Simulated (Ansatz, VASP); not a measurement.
**Ga: VASP beside Ansatz**

File INCAR:

```
SYSTEM = Ga
ALGO = Normal
EDIFF = 1E-6
ENCUT = 520
GGA = RP
ISIF = 2
ISMEAR = -1
LASPH = .TRUE.
LCHARG = .FALSE.
LREAL = .FALSE.
LWAVE = .FALSE.
NBANDS = 34
NELM = 60
PREC = Accurate
SIGMA = 0.1
```

KPOINTS

```
k-points
0
G
  10 10 9
  0 0 0
```

Contents of POSCAR:

```
Ga
1.0
    2.2809785593     -3.8159035428      0.0000000000
    2.2809785593      3.8159035428      0.0000000000
    0.0000000000      0.0000000000      4.4750614907
Ga
4
Direct
    0.8438269408      0.1561730592      0.0823280072
    0.6561730592      0.3438269408      0.5823280072
    0.1561730592      0.8438269408      0.9176719928
    0.3438269408      0.6561730592      0.4176719928
```

Input for Ansatz:

```yaml
crystal:
  lattice:
    - [2.2809785593, -3.8159035428, 0.0]
    - [2.2809785593, 3.8159035428, 0.0]
    - [0.0, 0.0, 4.4750614907]
  atoms:
    - { symbol: Ga, position: [0.8438269408, 0.1561730592, 0.0823280072] }
    - { symbol: Ga, position: [0.6561730592, 0.3438269408, 0.5823280072] }
    - { symbol: Ga, position: [0.1561730592, 0.8438269408, 0.9176719928] }
    - { symbol: Ga, position: [0.3438269408, 0.6561730592, 0.4176719928] }
hamiltonian:
  xc: rpbe
  pseudopotentials:
    kind: paw
    azcp:
      Ga: "pseudopotentials/Ga.paw.azcp"
basis:
  ecutwfc: 420
  fft_grid_basis: typed
kpoints:
  mp_grid: { grid: [10, 10, 9], shift: [0, 0, 0] }
magnetization:
  spin_polarized: false
scf:
  occupations: { method: fermi_dirac, width: 0.1 }
output:
  stress: true
```

Alike in both runs: task single point; functional RPBE; k mesh 10 × 10 × 9; occupations fermi-dirac, width 0.1 eV; no spin polarisation.

|  | VASP | Ansatz |
| --- | --- | --- |
| version | VASP 6.6.1 | Ansatz 0.2.0 |
| potentials or method | VASP PAW PBE potentials, release 64 (Ga_d), cutoff 520 eV | plane waves (420 eV) with PAW, scalar-relativistic |
| valence electrons in the cell | 52 | 52 |

Ansatz gave:

| Item | Value |
| --- | --- |
| pressure (GPa) | 4.4 |
| traceless stress, the component that is largest in VASP (GPa) | -0.51 |

Task: Which values does VASP return?

Result: Pressure (GPa): 4.6; traceless stress, the component that is largest in VASP (GPa): -0.50.

VASP's potentials were made for PBE, not for RPBE.
